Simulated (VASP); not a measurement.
# Fe (Fmmm) in VASP: a series of runs

Aim: see how the results for Fe move with the level of theory and the settings. Levels: RPBE, PBEsol. Tasks: relaxation of cell and atoms, single point.

Program: VASP 6.6.1. These are calculated values, not measurements. Logs are shortened: lines on timing, memory, paths and dates and some standing lists are left out, and cuts for length are marked.

## (1) The cell of the first run

Symmetry: Fmmm, No. 69, orthorhombic system. The conventional cell has a = 2.997 Å, b = 3.883 Å, c = 3.930 Å, α = 90.00°, β = 90.00°, γ = 90.00°. Within 3.2 Å of Fe (site symmetry mmm) lie 14 Fe at 2.45 to 3.00 Å.

## (2) Relaxation of cell and atoms, RPBE, collinear spin, ferromagnetic start

File INCAR:

```
PREC = Accurate
ENCUT = 600
EDIFF = 1E-6
ISMEAR = -1
SIGMA = 0.05
LREAL = False
LASPH = True
NELM = 150
ALGO = Fast
ISIF = 3
LWAVE = False
LCHARG = False
ISPIN = 2
MAGMOM = 3
LORBIT = 11
LMAXMIX = 4
GGA = RP
IBRION = 2
NSW = 60
EDIFFG = -0.01
```

File KPOINTS:

```
Automatic mesh
0
Gamma
  13 13 13
```

File POSCAR:

```
Fe
1.0
    0.0000000000      1.9417396906      1.9651051623
    1.4984397099      0.0000000000      1.9651051623
    1.4984397099      1.9417396906      0.0000000000
Fe
1
Direct
    0.0000000000      0.0000000000      0.0000000000
```

Potentials or basis: VASP PAW PBE potentials, release 64 (Fe).

Started as:

```bash
> cat potpaw_PBE.64/Fe/POTCAR > POTCAR
> mpirun -np 1 vasp_std > vasp.out
```

OUTCAR:

```text
PREC = Accurate
   ENCUT = 600
   EDIFF = 1E-6
   ISMEAR = -1
   LREAL = False
   LASPH = True
   NELM = 150
   ISIF = 3
   ISPIN = 2
   LORBIT = 11
   GGA = RP
   IBRION = 2
   NSW = 60
   EDIFFG = -0.01

 ion  position               nearest neighbor table
   1  0.000  0.000  0.000-

  LATTYP: Found a face centered orthorhombic cell.
 ALAT       =     2.9968794198
 B/A-ratio  =     1.2958410524
 C/A-ratio  =     1.3114342535

  Lattice vectors:

 A1 = (   0.0000000000,   1.9417396906,   1.9651051623)
 A2 = (   1.4984397099,   0.0000000000,   1.9651051623)
 A3 = (   1.4984397099,   1.9417396906,   0.0000000000)

Analysis of symmetry for initial positions (statically):
=====================================================================
 Subroutine PRICEL returns:
 Original cell was already a primitive cell.

 Routine SETGRP: Setting up the symmetry group for a
 face centered orthorhombic supercell.

 Subroutine GETGRP returns: Found  8 space group operations
 (whereof  8 operations were pure point group operations)
 out of a pool of  8 trial point group operations.

The static configuration has the point symmetry D_2h.

Analysis of symmetry for dynamics (positions and initial velocities):
=====================================================================
 Subroutine PRICEL returns:
 Original cell was already a primitive cell.

 Routine SETGRP: Setting up the symmetry group for a
 face centered orthorhombic supercell.

 Subroutine GETGRP returns: Found  8 space group operations
 (whereof  8 operations were pure point group operations)
 out of a pool of  8 trial point group operations.

The dynamic configuration has the point symmetry D_2h.

Analysis of structural, dynamic, and magnetic symmetry:
=====================================================================
 Subroutine PRICEL returns:
 Original cell was already a primitive cell.

 Routine SETGRP: Setting up the symmetry group for a
 face centered orthorhombic supercell.

 Subroutine GETGRP returns: Found  8 space group operations
 (whereof  8 operations were pure point group operations)
 out of a pool of  8 trial point group operations.

The overall configuration has the point symmetry D_2h.

 Subroutine INISYM returns: Found  8 space group operations
 (whereof  8 operations are pure point group operations),
 and found     1 'primitive' translations

----------------------------------------------------------------------------------------

                                     Primitive cell

  volume of cell :      11.4353

[... 121 lines left out ...]
  volume of cell :       11.44
 maximum number of plane-waves:       396
 NGX is ok and might be reduce to    24
   NGX = 11   NGY =  9   NGZ =  9

--------------------------------------- Ionic step        1  -------------------------------------------

 number of electron       7.9999998 magnetization       2.2347588

 Free energy of the ion-electron system (eV)
  ---------------------------------------------------
  ext. energy  EPLUGINS =         0.00000000
  ---------------------------------------------------
  free energy    TOTEN  =        -7.73792282 eV

  energy without entropy =       -7.72853192  energy(sigma->0) =       -7.73322737

------------------------ aborting loop because EDIFF is reached ----------------------------------------

  FORCE on cell =-STRESS in cart. coord.  units (eV):
  Direction    XX          YY          ZZ          XY          YZ          ZX
  --------------------------------------------------------------------------------------
  -------------------------------------------------------------------------------------
  Total        0.0040670      0.5744465      0.4668470     -0.0000000      0.0000000      0.0000000
  in kB        0.5698160     80.4848445     65.4092318     -0.0000000      0.0000000      0.0000000
  external PRESSURE =      48.8212974 kB  Pullay stress =       0.0000000 kB
[... 86 lines left out ...]
  FREE ENERGIE OF THE ION-ELECTRON SYSTEM (eV)
  ---------------------------------------------------
  free  energy   TOTEN  =        -7.7492589877 eV

  energy  without entropy=       -7.7397129913  energy(sigma->0) =       -7.74448599

[... ionic steps 4 to 8 ...]

--------------------------------------- Ionic step        9  -------------------------------------------

 number of electron       8.0000002 magnetization       2.2477207

------------------------ aborting loop because EDIFF is reached ----------------------------------------
[... 65 lines left out ...]
--------------------------------------- Ionic step       11  -------------------------------------------

 number of electron       8.0000002 magnetization       2.2495476

 Free energy of the ion-electron system (eV)
  ---------------------------------------------------
  ext. energy  EPLUGINS =         0.00000000
  ---------------------------------------------------
  free energy    TOTEN  =        -7.75768379 eV

  energy without entropy =       -7.74775678  energy(sigma->0) =       -7.75272028

 E-fermi :   5.5996     XC(G=0): -12.8470

 val. band max:        5.5882789031   @ k =  -0.2308   0.2308   0.4615
 cond. band min:       5.6009486986   @ k =   0.3846   0.0000   0.3077
 fundamental gap:      0.0126697955
 Fermi energy:         5.5996281526

 spin component 1

 k-point     1 :       0.0000    0.0000    0.0000
  band No.  band energies     occupation
      1      -2.5759      1.00000
      2       3.3605      1.00000
      3       3.3615      1.00000
      4       3.3617      1.00000
      5       4.4996      1.00000
      6       4.5007      1.00000
      7      30.3526      0.00000
      8      30.3526      0.00000
      9      30.3576      0.00000
     10      35.2472      0.00000
[... 287 lines left out ...]
 k-point    24 :       0.4615    0.1538   -0.0000
  band No.  band energies     occupation
      1       1.2876      1.00000
      2       2.4853      1.00000
      3       3.3569      1.00000
      4       4.4651      1.00000
      5       4.8807      1.00000
      6       6.8937      0.00000
      7      15.7101      0.00000
      8      20.4087      0.00000
      9      25.2162      0.00000
     10      30.7810      0.00000

 [... further k-points ...]

 spin component 2

 k-point     1 :       0.0000    0.0000    0.0000
  band No.  band energies     occupation
      1      -2.4806      1.00000
      2       5.3850      0.98650
      3       5.3864      0.98613
      4       5.3865      0.98611
      5       7.3913      0.00000
      6       7.3931      0.00000
      7      29.9780      0.00000
      8      29.9781      0.00000
      9      29.9831      0.00000
     10      35.3317      0.00000
[... 327 lines left out ...]
  FREE ENERGIE OF THE ION-ELECTRON SYSTEM (eV)
  ---------------------------------------------------
  free  energy   TOTEN  =        -7.7576837886 eV

  energy  without entropy=       -7.7477567784  energy(sigma->0) =       -7.75272028

 reached required accuracy - stopping structural energy minimisation

 total charge

# of ion       s       p       d       tot
------------------------------------------
    1        0.473   0.514   6.212   7.199

 magnetization (x)

# of ion       s       p       d       tot
------------------------------------------
    1       -0.016  -0.064   2.339   2.259
```

OSZICAR:

```text
N       E                     dE             d eps       ncg     rms          rms(c)
DAV:   1     0.214503965164E+02    0.21450E+02   -0.44580E+03 14226   0.109E+03
DAV:   2    -0.789724484584E+01   -0.29348E+02   -0.27283E+02 13842   0.141E+02
[... 87 lines left out ...]
       N       E                     dE             d eps       ncg     rms          rms(c)
DAV:   1    -0.775780441575E+01   -0.12763E-03   -0.28644E-03 15364   0.805E-01    0.108E-01
RMM:   2    -0.775769759774E+01    0.10682E-03   -0.20815E-04 13720   0.216E-01    0.945E-02
RMM:   3    -0.775768618084E+01    0.11417E-04   -0.17722E-05 13717   0.694E-02    0.375E-02
RMM:   4    -0.775768457114E+01    0.16097E-05   -0.19384E-06 10860   0.147E-02    0.747E-03
RMM:   5    -0.775768378860E+01    0.78255E-06   -0.44910E-07  8468   0.661E-03
  11 F= -.77576838E+01 E0= -.77527203E+01  d E =-.258919E-05  mag=     2.2496
```

CONTCAR:

```text
Fe
   1.00000000000000
     0.0000000000000000    2.0239427014646041    2.0239366726242931
     1.4308225150495975    0.0000000000000000    2.0239366726242931
     1.4308225150495975    2.0239427014646041    0.0000000000000000
  Fe
     1
Direct
     0.0000000000000000    0.0000000000000000    0.0000000000000000

  0.00000000E+00  0.00000000E+00  0.00000000E+00
```

Run time: 3.6 min. Hardware: 1 thread of Intel Xeon 6975P-C (Granite Rapids), shared host; peak memory 0.22 GiB.

What came out:

```
Free energy                                           : -7.7577 eV
Relaxed volume                                        : 11.72 Å³/atom
Relaxed cell                                          : a = 2.862 Å, b = 2.479 Å, c = 2.479 Å, α = 70.53°, β = 54.73°, γ = 54.73°
Space group after relaxing (to 0.1 Å)                 : Im-3m (No. 229)
Energy gained by relaxing                             : 19.8 meV/atom
Ionic steps                                           : 11
Pressure after relaxing                               : 0.1 GPa
Net moment                                            : 2.25 μB per cell
Site moments                                          : Fe +2.26 μB
Valence electrons inside the program's atomic spheres : Fe 7.20
```

Step by step:
| step | energy change (eV) | largest force (eV/Å) | pressure (GPa) | volume (Å³) |
| --- | --- | --- | --- | --- |
| 1 | 0.0000 | 0.0000 | 4.88 | 11.44 |
| 2 | -0.0110 | 0.0000 | -2.47 | 12.02 |
| 3 | -0.0113 | 0.0000 | -1.62 | 11.94 |
| 4 | -0.0159 | 0.0000 | -1.15 | 11.87 |
| 5 | -0.0197 | 0.0000 | -0.06 | 11.73 |
| 6 | -0.0197 | 0.0000 | -0.14 | 11.74 |
| 7 | -0.0197 | 0.0000 | -0.10 | 11.74 |
| 8 | -0.0198 | 0.0000 | 0.07 | 11.72 |
| 9 | -0.0198 | 0.0000 | 0.13 | 11.72 |
| 10 | -0.0198 | 0.0000 | -0.06 | 11.74 |
| 11 | -0.0198 | 0.0000 | 0.11 | 11.72 |

Final structure:
```yaml
crystal:
  lattice:
    - [0.00000, 2.02394, 2.02394]
    - [1.43082, 0.00000, 2.02394]
    - [1.43082, 2.02394, 0.00000]
  atoms:
    - { symbol: Fe, position: [0.00000, 0.00000, 0.00000] }
```

Levels at points of the mesh, in eV from the Fermi level:
Spin up:
| k point | band 3 | band 4 | band 5 | band 6 | band 7 | band 8 |
| --- | --- | --- | --- | --- | --- | --- |
| (0.00, 0.00, 0.00) | -2.24 | -2.24 | -1.10 | -1.10 | 24.75 | 24.75 |
Spin down:
```csv
k point,band 1,band 2,band 3,band 4,band 5,band 6
"(0.00, 0.00, 0.00)",-8.08,-0.21,-0.21,-0.21,1.79,1.79
```

Caveat: the PAW data sets were made with another functional, which shifts forces and pressure a little.

[end of part 1 of 2]
